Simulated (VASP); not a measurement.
The system is CdS (pbe).

```
Cd S
1.0
     4.19630    0.00000    0.00000
    -2.09815    3.63410    0.00000
     0.00000    0.00000    6.83042
Cd S
2 2
Direct
  0.33333 0.66667 0.96319
  0.66667 0.33333 0.46319
  0.33333 0.66667 0.41381
  0.66667 0.33333 0.91381
```

Base run:

| Property | Result |
| --- | --- |
| Program | VASP 6.6.1 |
| Functional | PBE |
| Potentials or basis | VASP PAW PBE potentials, release 64 (Cd_sv_GW, S) |
| Cutoff | 540 eV |
| k mesh | 9 × 9 × 4 |
| Occupations | gaussian, width 0.01 eV |
| Spin | no spin polarisation |

Its results: band gap on the k mesh 1.33 eV, direct; pressure 1.5 GPa; largest force 0.522 eV/Å.

Question: The run is repeated on the same cell with these changes: potentials or basis from VASP PAW PBE potentials, release 64 (Cd_sv_GW, S) to VASP PAW PBE potentials, release 64 (Cd, S); cutoff from 540 eV to 520 eV; further incar settings from ALGO = Normal; EDIFF = 1e-06; NBANDS = 34 to ALGO = Normal; EDIFF = 1e-06; NBANDS = 26; valence electrons from 52 to 36. What comes out?

Answer: Band gap on the k mesh 1.34 eV, direct; pressure 2.8 GPa; largest force 0.540 eV/Å.

